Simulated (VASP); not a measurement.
Here is a VASP 6.6.1 calculation.

The input INCAR:

```
ALGO = Normal ; EDIFF = 1E-7
ENCUT = 520 ; GGA = PE
ISIF = 2 ; ISMEAR = 0
ISPIN = 2 ; LASPH = True
LCHARG = False ; LORBIT = 11
LREAL = False ; LWAVE = False
MAGMOM = 0 0 0 0 0 1 1 ; NBANDS = 27
NELM = 150 ; PREC = Accurate
SIGMA = 0.1
```

KPOINTS

```
k-points
0
Gamma
  6 6 6
```

POSCAR

```
MgSi4N2
1.0
   -1.7786579973      3.2962090466      4.4968452872
    1.7786579973     -3.2962090466      4.4968452872
    1.7786579973      3.2962090466     -4.4968452872
Mg Si N
1 4 2
Direct
    0.0000000000      0.5000000000      0.5000000000
    0.8607887467      0.1780685122      0.6827202345
    0.5046517222      0.8219314878      0.6827202345
    0.4953482778      0.1780685122      0.3172797655
    0.1392112533      0.8219314878      0.3172797655
    0.2114885308      0.0000000000      0.2114885308
    0.7885114692      0.0000000000      0.7885114692
```

Potentials or basis: VASP PAW PBE potentials, release 64 (Mg, Si, N).

Run with:

```bash
$ cat potpaw_PBE.64/Mg/POTCAR potpaw_PBE.64/Si/POTCAR potpaw_PBE.64/N/POTCAR > POTCAR
$ mpirun -np 1 vasp_std > vasp.out
```

(1) Predict the band gap on the k mesh.

(2) Predict the net moment.

(3) Estimate the pressure.

## Answers

(1) zero (filled and empty bands overlap).

(2) 0.00 μB per cell.

(3) 0.0 GPa.
